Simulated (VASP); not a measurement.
# CdSe (P6_3mc) in VASP: notebook, part 2 of 2

VASP 6.6.1. Earlier steps stand in the parts before.

## 3. Single point, PBEsol (29.23 Å³/atom)

This run uses another cell than the first one, of 29.23 Å³/atom.

Contents of INCAR:

```
SYSTEM = CdSe
ALGO = Normal
EDIFF = 1E-6
ENCUT = 520
GGA = PS
ISIF = 2
ISMEAR = -1
LASPH = .True.
LCHARG = .True.
LELF = .True.
LREAL = .False.
LVHAR = .True.
LWAVE = .False.
NBANDS = 26
NELM = 80
PREC = Accurate
SIGMA = 0.05
```

Contents of KPOINTS:

```
k-points
0
Gamma
  7 7 4
  0 0 0
```

Contents of POSCAR:

```
CdSe
1.0
    4.3565854364      0.0000000000      0.0000000000
   -2.1782927182      3.7729136617      0.0000000000
    0.0000000000      0.0000000000      7.1123790148
Cd Se
2 2
Direct
    0.6666666667      0.3333333333      0.5000000000
    0.3333333333      0.6666666667      0.0000000000
    0.6666666667      0.3333333333      0.8850000000
    0.3333333333      0.6666666667      0.3850000000
```

Potentials or basis: VASP PAW PBE potentials, release 64 (Cd, Se).

On the command line:

```sh
$ cat potpaw_PBE.64/Cd/POTCAR potpaw_PBE.64/Se/POTCAR > POTCAR
$ mpirun -np 1 vasp_std > vasp.out
```

OUTCAR:

```text
SYSTEM = CdSe
   EDIFF = 1E-6
   ENCUT = 520
   GGA = PS
   ISIF = 2
   ISMEAR = -1
   LASPH = .True.
   LREAL = .False.
   NELM = 80
   PREC = Accurate

 ion  position               nearest neighbor table
   1  0.667  0.333  0.500-   4 2.64   4 2.64   4 2.64   3 2.74
   2  0.333  0.667  0.000-   3 2.64   3 2.64   3 2.64   4 2.74
   3  0.667  0.333  0.885-   2 2.64   2 2.64   2 2.64   1 2.74
   4  0.333  0.667  0.385-   1 2.64   1 2.64   1 2.64   2 2.74

  LATTYP: Found a hexagonal cell.
 ALAT       =     4.3565854364
 C/A-ratio  =     1.6325581395

  Lattice vectors:

 A1 = (   4.3565854364,   0.0000000000,   0.0000000000)
 A2 = (  -2.1782927182,   3.7729136617,   0.0000000000)
 A3 = (   0.0000000000,   0.0000000000,   7.1123790148)

Analysis of symmetry for initial positions (statically):
=====================================================================
 Subroutine PRICEL returns:
 Original cell was already a primitive cell.

 Routine SETGRP: Setting up the symmetry group for a
 hexagonal supercell.

 Subroutine GETGRP returns: Found 12 space group operations
 (whereof  6 operations were pure point group operations)
 out of a pool of 24 trial point group operations.

The static configuration has the point symmetry C_3v.
 The point group associated with its full space group is C_6v.

Analysis of symmetry for dynamics (positions and initial velocities):
=====================================================================
 Subroutine PRICEL returns:
 Original cell was already a primitive cell.

 Routine SETGRP: Setting up the symmetry group for a
 hexagonal supercell.

 Subroutine GETGRP returns: Found 12 space group operations
 (whereof  6 operations were pure point group operations)
 out of a pool of 24 trial point group operations.

The dynamic configuration has the point symmetry C_3v.
 The point group associated with its full space group is C_6v.

 Subroutine INISYM returns: Found 12 space group operations
 (whereof  6 operations are pure point group operations),
 and found     1 'primitive' translations
[... 116 lines left out ...]
   IMIX   =      4    mixing-type and parameters
     AMIX     =   0.40;   BMIX     =  1.00
     AMIX_MAG =   1.60;   BMIX_MAG =  1.00
  volume/ion in A,a.u.               =      29.23       197.23
  Fermi-wavevector in a.u.,A,eV,Ry     =   1.105511  2.089113 16.628417  1.222154
  Thomas-Fermi vector in A             =   2.241999
   LORBIT       =      0    0 simple, 1 ext, 2 COOP (PROOUT), +10 PAW based schemes
   GGA     = PS    functional components
   LHFCALC =     F    Hartree Fock is set to
   AEXX    =    0.0000 exact exchange contribution
   IVDW    =     0    specifies the selected vdW correction
   LEPSILON=     F    determine dielectric tensor
   LRPA    =     F    only Hartree local field effects (RPA)
 non-spin polarized calculation
  energy-cutoff  :      520.00
  volume of cell :      116.91
 maximum number of plane-waves:      3176
   NGX = 17   NGY = 17   NGZ = 27

 number of electron      36.0000004 magnetization

 Free energy of the ion-electron system (eV)
  ---------------------------------------------------
  ext. energy  EPLUGINS =         0.00000000
  ---------------------------------------------------
  free energy    TOTEN  =       -12.31669702 eV

  energy without entropy =      -12.31660614  energy(sigma->0) =      -12.31665158

 E-fermi :   0.7877     XC(G=0):  -8.9153

 val. band max:        0.5009214626   @ k =   0.0000   0.0000   0.0000
 cond. band min:       1.0007750110   @ k =   0.0000   0.0000   0.0000
 fundamental gap:      0.4998535484
 Fermi energy:         0.7876847347

 k-point     1 :       0.0000    0.0000    0.0000
  band No.  band energies     occupation
      1     -11.9058      2.00000
      2     -11.5657      2.00000
      3      -7.2831      2.00000
      4      -7.2831      2.00000
      5      -7.2328      2.00000
      6      -7.2328      2.00000
[... 685 lines left out ...]
     25       8.4047      0.00000
     26       8.4047      0.00000

------------------------ aborting loop because EDIFF is reached ----------------------------------------

  FORCE on cell =-STRESS in cart. coord.  units (eV):
  Direction    XX          YY          ZZ          XY          YZ          ZX
  --------------------------------------------------------------------------------------
  -------------------------------------------------------------------------------------
  Total       -0.6956350     -0.6956350     -1.7486903      0.0000000      0.0000000      0.0000000
  in kB       -9.5335359     -9.5335359    -23.9654443      0.0000000      0.0000000      0.0000000
  external PRESSURE =     -14.3441720 kB  Pullay stress =       0.0000000 kB

 VOLUME and BASIS-vectors are now :
 -----------------------------------------------------------------------------
  energy-cutoff  :      520.00
  volume of cell :      116.91
      direct lattice vectors                 reciprocal lattice vectors
     4.356585436  0.000000000  0.000000000     0.229537562  0.132523573  0.000000000
    -2.178292718  3.772913662  0.000000000     0.000000000  0.265047146  0.000000000
     0.000000000  0.000000000  7.112379015     0.000000000  0.000000000  0.140599931

 POSITION                                       TOTAL-FORCE (eV/Angst)
 -----------------------------------------------------------------------------------
      2.17829      1.25764      3.55619         0.000000     -0.000000      0.235586
     -0.00000      2.51528      0.00000        -0.000000      0.000000      0.235586
      2.17829      1.25764      6.29446        -0.000000      0.000000     -0.235586
     -0.00000      2.51528      2.73827         0.000000     -0.000000     -0.235586
 -----------------------------------------------------------------------------------
    total drift:                               -0.000000     -0.000000     -0.000381

  FREE ENERGIE OF THE ION-ELECTRON SYSTEM (eV)
  ---------------------------------------------------
  free  energy   TOTEN  =       -12.3166970242 eV

  energy  without entropy=      -12.3166061363  energy(sigma->0) =      -12.31665158
```

OSZICAR:

```text
N       E                     dE             d eps       ncg     rms          rms(c)
DAV:   1     0.239087559625E+03    0.23909E+03   -0.16936E+04  1248   0.124E+03
DAV:   2    -0.158984163301E+00   -0.23925E+03   -0.23079E+03  1384   0.307E+02
DAV:   3    -0.129776445662E+02   -0.12819E+02   -0.12750E+02  1480   0.709E+01
DAV:   4    -0.130864432120E+02   -0.10880E+00   -0.10866E+00  1354   0.609E+00
DAV:   5    -0.130871031493E+02   -0.65994E-03   -0.65989E-03  1468   0.468E-01    0.778E+00
DAV:   6    -0.123559782187E+02    0.73112E+00   -0.13490E+00  1582   0.118E+01    0.631E+00
DAV:   7    -0.123202612062E+02    0.35717E-01   -0.44007E-01  1316   0.341E+00    0.280E+00
DAV:   8    -0.123171570432E+02    0.31042E-02   -0.44399E-02  1298   0.214E+00    0.326E-01
DAV:   9    -0.123165682494E+02    0.58879E-03   -0.65615E-03  1404   0.933E-01    0.925E-02
DAV:  10    -0.123166432076E+02   -0.74958E-04   -0.66008E-04  1306   0.263E-01    0.623E-02
DAV:  11    -0.123167132444E+02   -0.70037E-04   -0.19978E-04  1318   0.929E-02    0.288E-02
DAV:  12    -0.123166957129E+02    0.17531E-04   -0.50873E-05  1334   0.735E-02    0.104E-02
DAV:  13    -0.123166973110E+02   -0.15980E-05   -0.13248E-05  1318   0.160E-02    0.733E-03
DAV:  14    -0.123166970242E+02    0.28679E-06   -0.56194E-07   876   0.367E-03
   1 F= -.12316697E+02 E0= -.12316652E+02  d E =-.908879E-04
```

Run time: 1.7 min. Hardware: 1 thread of Intel Xeon 8259CL, shared host; peak memory 0.25 GiB.

Results:

* Free energy: -12.3167 eV
* Pressure: -1.4 GPa
* Largest force: 0.236 eV/Å
* Band gap on the k mesh: 0.50 eV

Forces in eV/Å, atoms in the order of the input:
```
Cd   0.000  0.000  0.236
Cd   0.000  0.000  0.236
Se   0.000  0.000 -0.236
Se   0.000  0.000 -0.236
```

Stress tensor (GPa, compression positive):
```
-0.95  0.00  0.00
 0.00 -0.95  0.00
 0.00  0.00 -2.40
```

Caveat: semilocal functionals underestimate gaps, and a narrow one can read as zero; the PAW data sets were made with another functional, which shifts forces and pressure a little.

## 4. Single point, PBE, collinear spin (28.66 Å³/atom)

This run uses another cell than the first one, of 28.66 Å³/atom.

Contents of INCAR:

```
PREC = Accurate
ENCUT = 520
EDIFF = 1E-6
ISMEAR = -1
SIGMA = 0.01
LREAL = False
LASPH = True
NELM = 150
ALGO = Normal
ISIF = 2
LWAVE = False
LCHARG = False
ISPIN = 2
MAGMOM = 0.5 0.5 0 0
LORBIT = 11
GGA = PE
NBANDS = 30
```

Contents of KPOINTS:

```
Automatic mesh
0
Gamma
  7 7 4
```

Contents of POSCAR:

```
CdSe
1.0
    4.3284776511      0.0000000000      0.0000000000
   -2.1642388256      3.7485716056      0.0000000000
    0.0000000000      0.0000000000      7.0664914211
Cd Se
2 2
Direct
    0.6666666667      0.3333333333      0.5000000000
    0.3333333333      0.6666666667      0.0000000000
    0.6666666667      0.3333333333      0.8850000000
    0.3333333333      0.6666666667      0.3850000000
```

On the command line:

```sh
$ cat potpaw_PBE.64/Cd/POTCAR potpaw_PBE.64/Se/POTCAR > POTCAR
$ mpirun -np 1 vasp_std > vasp.out
```

It took 4.6 min on 1 thread of Intel Xeon 8259CL, shared host; peak memory 0.34 GiB.

It converged, with:

```
Free energy                                           : -10.9431 eV
Pressure                                              : 2.2 GPa
Largest force                                         : 0.271 eV/Å
Band gap on the k mesh                                : 0.66 eV
Net moment                                            : 0.00 μB per cell
Valence electrons inside the program's atomic spheres : Cd 10.30; Se 3.85
```

Forces on the atoms (eV/Å):
```
Cd   0.000  0.000  0.271
Cd   0.000  0.000  0.271
Se   0.000  0.000 -0.271
Se   0.000  0.000 -0.271
```

Stress tensor (GPa, compression positive):
```
2.83 0.00 0.00
0.00 2.83 0.00
0.00 0.00 0.97
```

Levels at points of the mesh, in eV from the valence-band top:
Spin up:
```
           k point  band 16  band 17  band 18  band 19  band 20  band 21
(0.00, 0.00, 0.00)     0.00     0.00     0.00     0.66     2.10     5.88
(0.00, 0.00, 0.50)    -0.36    -0.36    -0.36     2.30     2.30     5.80
```
Spin down:
```tsv
k point	band 15	band 16	band 17	band 18	band 19	band 20	band 21	band 22
(0.00, 0.00, 0.00)	-0.69	0.00	0.00	0.00	0.66	2.10	5.88	5.88
(0.00, 0.00, 0.50)	-0.36	-0.36	-0.36	-0.36	2.30	2.30	5.80	5.80
```

Caveat: semilocal functionals underestimate gaps, and a narrow one can read as zero.

## 5. Overview

| level | spin | cell | smearing | gap on the mesh (eV) | pressure (GPa) | largest force (eV/Å) |
| --- | --- | --- | --- | --- | --- | --- |
| PBEsol | off | a = 4.242, b = 4.242, c = 6.925 Å, angles 90.0, 90.0, 120.0°, 4 atoms | fermi-dirac 0.05 eV | 0.66 | 2.9 | 0.32 |
| PBEsol | off | a = 4.357, b = 4.357, c = 7.112 Å, angles 90.0, 90.0, 120.0°, 4 atoms | fermi-dirac 0.05 eV | 0.50 | -1.4 | 0.24 |
| PBE | collinear | a = 4.328, b = 4.328, c = 7.066 Å, angles 90.0, 90.0, 120.0°, 4 atoms | fermi-dirac 0.01 eV | 0.66 | 2.2 | 0.27 |

Alike in all rows: task single point; potentials or basis VASP PAW PBE potentials, release 64 (Cd, Se); k mesh 7 × 7 × 4; cutoff (eV) 520.

Caveats: semilocal functionals underestimate gaps, and a narrow one can read as zero; the PAW data sets were made with another functional, which shifts forces and pressure a little (at least some runs).

Total energies depend on the potentials used, so only differences within one code and one set of settings carry meaning.
